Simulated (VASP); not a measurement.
TaN, 2 atoms in the cell. It takes space group Fm-3m (No. 225, cubic). The conventional cell has a = 4.349 Å, b = 4.349 Å, c = 4.349 Å, α = 90.00°, β = 90.00°, γ = 90.00°. Ta (site symmetry m-3m) has 6 N at 2.17 Å within 2.9 Å. Within 2.9 Å of N (site symmetry m-3m) lie 6 Ta at 2.17 Å. 

| Quantity | Value |
| --- | --- |
| Program | VASP 6.6.1 |
| Task | single point |
| Functional | LDA |
| Potentials or basis | VASP PAW LDA potentials, release 64 (Ta_sv_GW, N) |
| Cutoff | 600 eV |
| k mesh | 18 × 18 × 18 |
| Occupations | gaussian, width 0.15 eV |
| Spin | no spin polarisation |
| Dipole correction | no |
| Second run | valence_matched |
| Further INCAR settings | ALGO = Normal; EDIFF = 1e-06; NBANDS = 16 |

Potentials or basis: VASP PAW LDA potentials, release 64 (Ta_sv_GW, N).

The run is started by

```sh
$ cat potpaw_LDA.64/Ta_sv_GW/POTCAR potpaw_LDA.64/N/POTCAR > POTCAR
$ mpirun -np 1 vasp_std > vasp.out
```

Hardware: 1 thread of AMD EPYC 7R43 64-Core Processor (Zen 3) (shared host).

Question: Estimate the wall time of this run.

Answer: It took 2.4 min on 1 thread of AMD EPYC 7R43 64-Core Processor (Zen 3) (shared host), peak memory 0.18 GiB. Counts: scf iterations 13, k points 195.
